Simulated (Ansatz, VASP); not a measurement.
## Two plane-wave programs on Si3C2

The input INCAR:

```
SYSTEM = Si3C2
PREC = Accurate
ENCUT = 520
EDIFF = 1E-7
ISMEAR = 0
SIGMA = 0.1
LREAL = .False.
LASPH = .True.
NELM = 100
ALGO = Normal
ISIF = 2
LWAVE = .False.
LCHARG = .False.
GGA = PE
NBANDS = 31
```

The input KPOINTS:

```
Automatic mesh
0
Gamma
  6 6 1
  0 0 0
```

Contents of POSCAR:

```
Si3C2
1.0
    2.7243899600      0.0000000000      0.0000000000
   -1.3621949800      2.3593909200      0.0000000000
    0.0000000000      0.0000000000     22.1585041900
Si C
6 4
Direct
    0.3333333300      0.6666666700      0.4000000000
    0.3333333300      0.6666666700      0.6000000000
    0.6666666700      0.3333333300      0.9000000000
    0.6666666700      0.3333333300      0.1000000000
    0.6666666700      0.3333333300      0.3000000000
    0.6666666700      0.3333333300      0.7000000000
    0.3333333300      0.6666666700      0.8000000000
    0.3333333300      0.6666666700      0.0000000000
    0.3333333300      0.6666666700      0.2000000000
    0.6666666700      0.3333333300      0.5000000000
```

Input for Ansatz:

```yaml
crystal:
  lattice:
    - [2.72438996, 0.0, 0.0]
    - [-1.36219498, 2.35939092, 0.0]
    - [0.0, 0.0, 22.15850419]
  atoms:
    - { symbol: Si, position: [0.33333333, 0.66666667, 0.4] }
    - { symbol: Si, position: [0.33333333, 0.66666667, 0.6] }
    - { symbol: Si, position: [0.66666667, 0.33333333, 0.9] }
    - { symbol: Si, position: [0.66666667, 0.33333333, 0.1] }
    - { symbol: Si, position: [0.66666667, 0.33333333, 0.3] }
    - { symbol: Si, position: [0.66666667, 0.33333333, 0.7] }
    - { symbol: C, position: [0.33333333, 0.66666667, 0.8] }
    - { symbol: C, position: [0.33333333, 0.66666667, 0.0] }
    - { symbol: C, position: [0.33333333, 0.66666667, 0.2] }
    - { symbol: C, position: [0.66666667, 0.33333333, 0.5] }
basis:
  ecutwfc: 420
kpoints:
  mp_grid: { grid: [6, 6, 1] }
hamiltonian:
  xc: pbe
scf:
  occupations: { method: gaussian, width: 0.1 }
  lower_state_search: "off"
output:
  forces: true
  stress: true
  eigenvalues: true
```

Alike in both runs: task single point; functional PBE; k mesh 6 × 6 × 1; occupations gaussian, width 0.1 eV; no spin polarisation.

|  | VASP | Ansatz |
| --- | --- | --- |
| version | VASP 6.6.1 | Ansatz 0.2.0 |
| potentials or method | VASP PAW PBE potentials, release 64 (Si, C), cutoff 520 eV | scalar-relativistic, plane waves, PAW |
| valence electrons in the cell | 40 | 40 |

VASP gave:

| Item | Value |
| --- | --- |
| gap on the k mesh at the Fermi level (eV) | none |
| pressure (GPa) | -16.2 |
| traceless stress, the component that is largest in VASP (GPa) | -5.63 |
| rms of the force components (eV/Å) | 0.680 |

Problem. Estimate Ansatz's values.

Solution. gap on the k mesh at the Fermi level (eV): none; pressure (GPa): -16.2; traceless stress, the component that is largest in VASP (GPa): -5.65; rms of the force components (eV/Å): 0.682.

Atom by atom the forces differ by 0.001 eV/Å (rms over components). A gap of «none» marks a metal or a gap that the smearing closes. With one functional, cell and mesh, what is left measures potentials, basis and numerics.

The k mesh is coarse, so the values compare programs but aren't converged.
